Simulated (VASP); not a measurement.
A run of VASP 6.6.1 is set up as follows.

Contents of POSCAR:

```
Sc2Al
1.0
    7.8218526752      0.0000000000      0.0000000000
    0.0000000000      5.1654380526      0.0000000000
    0.0000000000      0.0000000000      3.4084692726
Sc Al
4 2
Direct
    0.2998093233      1.0000701816      0.5000000000
    0.7998093233      0.4999298184      0.0000000000
    0.7001906767     -0.0000701816      0.5000000000
    0.2001906767      0.5000701816      0.0000000000
    0.5000000000      0.5000000000      0.5000000000
    0.0000000000      0.0000000000      0.0000000000
```

The input INCAR.step1:

```
ALGO = Normal ; EDIFF = 1E-4
ENCUT = 520 ; GGA = PE
ISMEAR = 0 ; LASPH = True
LCHARG = False ; LREAL = False
LWAVE = True ; NBANDS = 34
NELM = 80 ; PREC = Accurate
SIGMA = 0.1
```

File INCAR.step2:

```
ALGO = Normal ; EDIFF = 1E-7
ENCUT = 520 ; ISIF = 2
ISMEAR = 0 ; ISTART = 1
LASPH = True ; LCHARG = False
LMIXTAU = True ; LREAL = False
LWAVE = False ; METAGGA = R2SCAN
NBANDS = 34 ; NELM = 80
PREC = Accurate ; SIGMA = 0.1
```

The input KPOINTS:

```
k-points
0
Gamma
  4 4 4
```

Potentials or basis: VASP PAW PBE potentials, release 64 (Sc_sv, Al).

Command:

```sh
$ cat potpaw_PBE.64/Sc_sv/POTCAR potpaw_PBE.64/Al/POTCAR > POTCAR
$ cp INCAR.step1 INCAR
$ mpirun -np 1 vasp_std > vasp.out
$ cp INCAR.step2 INCAR
$ mpirun -np 1 vasp_std > vasp.out
```

(1) Estimate the largest force.

(2) Predict the band gap on the k mesh.

(3) What does it give for the pressure?

Answers

(1) 0.005 eV/Å.

(2) zero (bands 25 and 26 overlap by 1.32 eV).

(3) 0.2 GPa.

Caveat: the k points lie up to 0.46 Å⁻¹ apart, too coarse for converged energies and pressures of a metal; the PAW data sets were made with another functional, which shifts forces and pressure a little.
